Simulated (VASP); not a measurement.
# Ag (Fm-3m) in VASP: further runs

The runs below take Ag through single point, with r2SCAN.

All numbers are computed with VASP 6.6.1; they aren't measurements. Logs are shortened: lines on timing, memory, paths and dates and some standing lists are left out, and cuts for length are marked.

**1. The cell of the first run**

The structure is cubic, space group Fm-3m (No. 225). The conventional cell has a = 4.104 Å, b = 4.104 Å, c = 4.104 Å, α = 90.00°, β = 90.00°, γ = 90.00°. Ag (site symmetry m-3m) has 12 Ag at 2.90 Å within 3.8 Å.

**2. Single point, r2SCAN**

File POSCAR:

```
Ag
1.0
    0.0000000000      2.0519023311      2.0519023311
    2.0519023311      0.0000000000      2.0519023311
    2.0519023311      2.0519023311      0.0000000000
Ag
1
Direct
    0.0000000000      0.0000000000      0.0000000000
```

File INCAR.step1:

```
SYSTEM = Ag
ALGO = Normal ; EDIFF = 1E-4
ENCUT = 520 ; GGA = PE
ISMEAR = -1 ; LASPH = .True.
LCHARG = .False. ; LREAL = .False.
LWAVE = .True. ; NBANDS = 12
NELM = 80 ; PREC = Accurate
SIGMA = 0.1
```

File INCAR.step2:

```
SYSTEM = Ag
ALGO = Normal ; EDIFF = 1E-7
ENCUT = 520 ; ISIF = 2
ISMEAR = -1 ; ISTART = 1
LASPH = .True. ; LCHARG = .False.
LMIXTAU = .True. ; LREAL = .False.
LWAVE = .False. ; METAGGA = R2SCAN
NBANDS = 12 ; NELM = 80
PREC = Accurate ; SIGMA = 0.1
```

File KPOINTS:

```
k-points
0
Gamma
  2 2 2
  0 0 0
```

Potentials or basis: VASP PAW PBE potentials, release 64 (Ag).

On the command line:

```console
cat potpaw_PBE.64/Ag/POTCAR > POTCAR
cp INCAR.step1 INCAR
mpirun -np 1 vasp_std > vasp.out
cp INCAR.step2 INCAR
mpirun -np 1 vasp_std > vasp.out
```

OUTCAR:

```text
SYSTEM = Ag
   EDIFF = 1E-7
   ENCUT = 520
   ISIF = 2
   ISMEAR = -1
   ISTART = 1
   LASPH = .True.
   LREAL = .False.
   METAGGA = R2SCAN
   NELM = 80
   PREC = Accurate

 ion  position               nearest neighbor table
   1  0.000  0.000  0.000-

  LATTYP: Found a face centered cubic cell.
 ALAT       =     4.1038046622

  Lattice vectors:

 A1 = (   0.0000000000,   2.0519023311,   2.0519023311)
 A2 = (   2.0519023311,   0.0000000000,   2.0519023311)
 A3 = (   2.0519023311,   2.0519023311,   0.0000000000)

Analysis of symmetry for initial positions (statically):
=====================================================================
 Subroutine PRICEL returns:
 Original cell was already a primitive cell.

 Routine SETGRP: Setting up the symmetry group for a
 face centered cubic supercell.

 Subroutine GETGRP returns: Found 48 space group operations
 (whereof 48 operations were pure point group operations)
 out of a pool of 48 trial point group operations.

The static configuration has the point symmetry O_h .

Analysis of symmetry for dynamics (positions and initial velocities):
=====================================================================
 Subroutine PRICEL returns:
 Original cell was already a primitive cell.

 Routine SETGRP: Setting up the symmetry group for a
 face centered cubic supercell.

 Subroutine GETGRP returns: Found 48 space group operations
 (whereof 48 operations were pure point group operations)
 out of a pool of 48 trial point group operations.

The dynamic configuration has the point symmetry O_h .

 Subroutine INISYM returns: Found 48 space group operations
 (whereof 48 operations are pure point group operations),
 and found     1 'primitive' translations

----------------------------------------------------------------------------------------

                                     Primitive cell

  volume of cell :      17.2783

  direct lattice vectors                    reciprocal lattice vectors
     0.000000000  2.051902331  2.051902331    -0.243676316  0.243676316  0.243676316
     2.051902331  0.000000000  2.051902331     0.243676316 -0.243676316  0.243676316
     2.051902331  2.051902331  0.000000000     0.243676316  0.243676316 -0.243676316

  length of vectors
     2.901828105  2.901828105  2.901828105     0.422059759  0.422059759  0.422059759

  position of ions in fractional coordinates (direct lattice)
     0.000000000  0.000000000  0.000000000

  ion indices of the primitive-cell ions
   primitive index   ion index
                 1           1

----------------------------------------------------------------------------------------

 KPOINTS: k-points

Automatic generation of k-mesh.
 Grid dimensions read from file:
 generate k-points for:    2    2    2

 Generating k-lattice:

  Cartesian coordinates                     Fractional coordinates (reciprocal lattice)
    -0.121838158  0.121838158  0.121838158     0.500000000  0.000000000  0.000000000
     0.121838158 -0.121838158  0.121838158     0.000000000  0.500000000  0.000000000
     0.121838158  0.121838158 -0.121838158     0.000000000  0.000000000  0.500000000

  Length of vectors
     0.211029880  0.211029880  0.211029880

  Shift w.r.t. Gamma in fractional coordinates (k-lattice)
     0.000000000  0.000000000  0.000000000

 Subroutine IBZKPT returns following result:
 ===========================================

 Found      3 irreducible k-points:

 Following reciprocal coordinates:
            Coordinates               Weight
  0.000000  0.000000  0.000000      1.000000
  0.500000  0.000000  0.000000      4.000000
  0.500000  0.500000  0.000000      3.000000
   k-points           NKPTS =      3   k-points in BZ     NKDIM =      3   number of bands    NBANDS=     12
   number of dos      NEDOS =    301   number of ions     NIONS =      1
   total plane-waves  NPLWV =  13824
   dimension x,y,z NGX =    24 NGY =   24 NGZ =   24
   dimension x,y,z NGXF=    48 NGYF=   48 NGZF=   48
   ions per type =               1
   NGX,Y,Z   is equivalent  to a cutoff of  13.75, 13.75, 13.75 a.u.
   NGXF,Y,Z  is equivalent  to a cutoff of  27.50, 27.50, 27.50 a.u.
 SYSTEM =  Ag
   PREC   = accura    normal or accurate (medium, high low for compatibility)
   ISTART =      1    job   : 0-new  1-cont  2-samecut
   ICHARG =      0    charge: 1-file 2-atom 10-const
   ISPIN  =      1    spin polarized calculation?
   LNONCOLLINEAR =      F non collinear calculations
   LSORBIT =      F    spin-orbit coupling
   LASPH  =      T    aspherical Exc in radial PAW
   ENCUT  =  520.0 eV  38.22 Ry    6.18 a.u.   5.40  5.40  5.40*2*pi/ulx,y,z
   NELM   =     80;   NELMIN=  2; NELMDL=  0     # of ELM steps
   EDIFF  = 0.1E-06   stopping-criterion for ELM
   LREAL  =      F    real-space projection
   EDIFFG = 0.1E-05   stopping-criterion for IOM
   NSW    =      0    number of steps for IOM
   IBRION =     -1    ionic relax: 0-MD 1-quasi-New 2-CG
   NFREE  =      0    steps in history (QN), initial steepest desc. (CG)
   ISIF   =      2    stress and relaxation
   ISYM   =      2    0-nonsym 1-usesym 2-fastsym
   POTIM  = 0.5000    time-step for ionic-motion
   TEBEG  =    0.0;   TEEND  =   0.0 temperature during run
   PSTRESS=    0.0 pullay stress
   NELECT =      11.0000    total number of electrons
   NUPDOWN=      -1.0000    fix difference up-down
   EMIN   =  10.00;   EMAX   =-10.00  energy-range for DOS
   EFERMI =   0.00;   METHOD = LEGACY
   ISMEAR =    -1;   SIGMA  =   0.10  broadening in eV -4-tet -1-fermi 0-gaus
   EFERMI_NEDOS =   21; number of points for ismear=-14 and -15
   IALGO  =     38    algorithm
   IMIX   =      4    mixing-type and parameters
     AMIX     =   0.40;   BMIX     =  1.00
     AMIX_MAG =   1.60;   BMIX_MAG =  1.00
  volume/ion in A,a.u.               =      17.28       116.60
  Fermi-wavevector in a.u.,A,eV,Ry     =   1.408334  2.661366 26.985864  1.983405
  Thomas-Fermi vector in A             =   2.530502
   LORBIT       =      0    0 simple, 1 ext, 2 COOP (PROOUT), +10 PAW based schemes
   METAGGA = R2SCAN    functional components
   LHFCALC =     F    Hartree Fock is set to
   AEXX    =    0.0000 exact exchange contribution
   IVDW    =     0    specifies the selected vdW correction
   LEPSILON=     F    determine dielectric tensor
   LRPA    =     F    only Hartree local field effects (RPA)
 non-spin polarized calculation
  energy-cutoff  :      520.00
  volume of cell :       17.28
 maximum number of plane-waves:       468
 NGX is ok and might be reduce to    24
   NGX = 11   NGY = 11   NGZ = 11

 number of electron      10.9999999 magnetization

 Free energy of the ion-electron system (eV)
  ---------------------------------------------------
  ext. energy  EPLUGINS =         0.00000000
  ---------------------------------------------------
  free energy    TOTEN  =       -19.42526937 eV

  energy without entropy =      -19.36903585  energy(sigma->0) =      -19.39715261

 E-fermi :   8.0147     XC(G=0): -12.8230

 val. band max:        7.9048595149   @ k =   0.5000   0.0000   0.0000
 cond. band min:      10.1411814780   @ k =   0.5000   0.5000   0.0000
 fundamental gap:      2.2363219631
 Fermi energy:         8.0147207435

 k-point     1 :       0.0000    0.0000    0.0000
  band No.  band energies     occupation
      1       0.4314      2.00000
      2       3.4233      2.00000
      3       3.4233      2.00000
      4       3.4233      2.00000
      5       4.4850      2.00000
      6       4.4850      2.00000
      7      24.9229      0.00000
      8      28.5535      0.00000
      9      28.5535      0.00000
     10      28.5535      0.00000
     11      33.0999      0.00000
     12      34.5233      0.00000

 k-point     2 :       0.5000    0.0000    0.0000
  band No.  band energies     occupation
      1       1.8414      2.00000
      2       3.4033      2.00000
      3       3.4033      2.00000
      4       5.2739      2.00000
      5       5.2739      2.00000
      6       7.9049      1.50000
      7      12.0683      0.00000
      8      23.9639      0.00000
      9      26.8099      0.00000
     10      26.8099      0.00000
     11      31.7404      0.00000
     12      31.7405      0.00000

 k-point     3 :       0.5000    0.5000    0.0000
  band No.  band energies     occupation
      1       1.7001      2.00000
      2       1.9174      2.00000
      3       5.2544      2.00000
      4       5.4768      2.00000
      5       5.4768      2.00000
      6      10.1412      0.00000
      7      15.1854      0.00000
      8      19.3938      0.00000
      9      19.3938      0.00000
     10      25.7827      0.00000
     11      25.9463      0.00000
     12      38.9879      0.00000

------------------------ aborting loop because EDIFF is reached ----------------------------------------

  FORCE on cell =-STRESS in cart. coord.  units (eV):
  Direction    XX          YY          ZZ          XY          YZ          ZX
  --------------------------------------------------------------------------------------
  -------------------------------------------------------------------------------------
  Total        2.3556635      2.3556635      2.3556635      0.0000000      0.0000000     -0.0000000
  in kB      218.4357834    218.4357834    218.4357834      0.0000000      0.0000000     -0.0000000
  external PRESSURE =     218.4357834 kB  Pullay stress =       0.0000000 kB

 VOLUME and BASIS-vectors are now :
 -----------------------------------------------------------------------------
  energy-cutoff  :      520.00
  volume of cell :       17.28
      direct lattice vectors                 reciprocal lattice vectors
     0.000000000  2.051902331  2.051902331    -0.243676316  0.243676316  0.243676316
     2.051902331  0.000000000  2.051902331     0.243676316 -0.243676316  0.243676316
     2.051902331  2.051902331  0.000000000     0.243676316  0.243676316 -0.243676316

 POSITION                                       TOTAL-FORCE (eV/Angst)
 -----------------------------------------------------------------------------------
      0.00000      0.00000      0.00000         0.000000      0.000000     -0.000000
 -----------------------------------------------------------------------------------
    total drift:                               -0.000000      0.000000      0.000000

  FREE ENERGIE OF THE ION-ELECTRON SYSTEM (eV)
  ---------------------------------------------------
  free  energy   TOTEN  =       -19.4252693663 eV

  energy  without entropy=      -19.3690358508  energy(sigma->0) =      -19.39715261
```

Run time: 13 s. Hardware: 1 thread of Intel Xeon 8259CL, shared host; peak memory 0.14 GiB.

What came out:

```yaml
Free_energy: -19.4253 eV
Pressure: 21.8 GPa
```

Levels at points of the mesh, in eV from the Fermi level:
```csv
k point,band 2,band 3,band 4,band 5,band 6,band 7,band 8,band 9,band 10,band 11
"(0.00, 0.00, 0.00)",-4.59,-4.59,-4.59,-3.53,-3.53,16.91,20.54,20.54,20.54,25.09
"(0.50, 0.00, 0.00)",-4.61,-4.61,-2.74,-2.74,-0.11,4.05,15.95,18.80,18.80,23.73
"(0.50, 0.50, 0.00)",-6.10,-2.76,-2.54,-2.54,2.13,7.17,11.38,11.38,17.77,17.93
```

Caveat: the k points lie up to 1.33 Å⁻¹ apart; the PAW data sets were made with another functional, which shifts forces and pressure a little.

(Continued in part 2 of 3.)
